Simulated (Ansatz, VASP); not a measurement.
## InSbTe3: VASP beside Ansatz

The input INCAR:

```
SYSTEM = InSbTe3
  ALGO = Normal
  EDIFF = 1E-6
  ENCUT = 520
  GGA = PE
  ISIF = 2
  ISMEAR = 0
  LASPH = .True.
  LCHARG = .False.
  LREAL = .False.
  LWAVE = .False.
  NBANDS = 26
  NELM = 100
  PREC = Accurate
  SIGMA = 0.1
```

The input KPOINTS:

```
k-points
0
Gamma
  4 4 4
  0 0 0
```

The input POSCAR:

```
InSbTe3
1.0
   -2.8474368000      3.6067991600      4.3749681000
    2.8474368000     -3.6067991600      4.3749681000
    2.8474368000      3.6067991600     -4.3749681000
In Sb Te
1 1 3
Direct
    0.0000000000      0.0000000000      0.0000000000
    0.5000000000      0.5000000000      0.0000000000
    0.7007803600      0.2007803600      0.5000000000
    0.2992196400      0.7992196400      0.5000000000
    0.0000000000      0.5000000000      0.5000000000
```

Input for Ansatz:

```yaml
crystal:
  lattice:
    - [-2.8474368, 3.60679916, 4.3749681]
    - [2.8474368, -3.60679916, 4.3749681]
    - [2.8474368, 3.60679916, -4.3749681]
  atoms:
    - { symbol: In, position: [0.0, 0.0, 0.0] }
    - { symbol: Sb, position: [0.5, 0.5, 0.0] }
    - { symbol: Te, position: [0.70078036, 0.20078036, 0.5] }
    - { symbol: Te, position: [0.29921964, 0.79921964, 0.5] }
    - { symbol: Te, position: [0.0, 0.5, 0.5] }
basis:
  ecutwfc: 420
kpoints:
  mp_grid: { grid: [4, 4, 4] }
hamiltonian:
  xc: pbe
scf:
  occupations: { method: gaussian, width: 0.1 }
  lower_state_search: "off"
output:
  forces: true
  stress: true
  eigenvalues: true
```

Alike in both runs: task single point; functional PBE; k mesh 4 × 4 × 4; occupations gaussian, width 0.1 eV; no spin polarisation.

```csv
,VASP,Ansatz
version,VASP 6.6.1,Ansatz 0.2.0
potentials or method,"VASP PAW PBE potentials, release 64 (In_d, Sb, Te), cutoff 520 eV","scalar-relativistic, plane waves, PAW"
valence electrons in the cell,36,76
```

|  | VASP | Ansatz | Ansatz less VASP |
| --- | --- | --- | --- |
| gap on the k mesh at the Fermi level (eV) | none | none | - |
| pressure (GPa) | 3.4 | 3.4 | -0.02 |
| traceless stress, the component that is largest in VASP (GPa) | 9.87 | 9.80 | -0.078 |
| rms of the force components (eV/Å) | 1.421 | 1.409 | -0.0117 |

Atom by atom the forces differ by 0.012 eV/Å (rms over components). A gap of «none» marks a metal or a gap that the smearing closes. With one functional, cell and mesh, what is left measures potentials, basis and numerics. VASP's potentials hold 36 valence electrons a cell and Ansatz's 76, so a difference there can come from the potentials and not from the codes.

Spin-orbit coupling is off throughout.
